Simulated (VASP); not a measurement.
A run of VASP 6.6.1 is set up as follows.

File INCAR:

```
PREC = Accurate
ENCUT = 520
EDIFF = 1E-7
ISMEAR = 0
SIGMA = 0.15
LREAL = False
LASPH = True
NELM = 100
ALGO = Normal
ISIF = 2
LWAVE = False
LCHARG = False
GGA = PS
NBANDS = 42
```

The input KPOINTS:

```
regular mesh
0
Gamma
  12 6 10
```

The input POSCAR:

```
TiSi
1.0
    3.6007916910      0.0000000000      0.0000000000
    0.0000000000      7.5785650265      0.0000000000
    0.0000000000      0.0000000000      4.1428981957
Ti Si
4 4
Direct
    0.0000000000      0.4960414670      0.0507500000
    0.5000000000      0.4960414670      0.5507500000
    0.5000000000      0.0039585330      0.5507500000
    0.0000000000      0.0039585330      0.0507500000
    0.0000000000      0.7500000000      0.5507500000
    0.0000000000      0.2500000000      0.5507500000
    0.5000000000      0.2500000000      0.0507500000
    0.5000000000      0.7500000000      0.0507500000
```

Potentials or basis: VASP PAW PBE potentials, release 64 (Ti_sv, Si).

Launch:

```sh
$ cat potpaw_PBE.64/Ti_sv/POTCAR potpaw_PBE.64/Si/POTCAR > POTCAR
$ mpirun -np 1 vasp_std > vasp.out
```

(1) What does it give for the pressure?

(2) Estimate the largest force.

(3) What does it give for the band gap on the k mesh?

Results:

(1) 0.2 GPa.

(2) 0.274 eV/Å.

(3) zero (bands 32 and 33 overlap by 1.17 eV).

Caveat: the cell differs from its parent crystal (atoms displaced along a vibrational mode); the PAW data sets were made with another functional, which shifts forces and pressure a little.
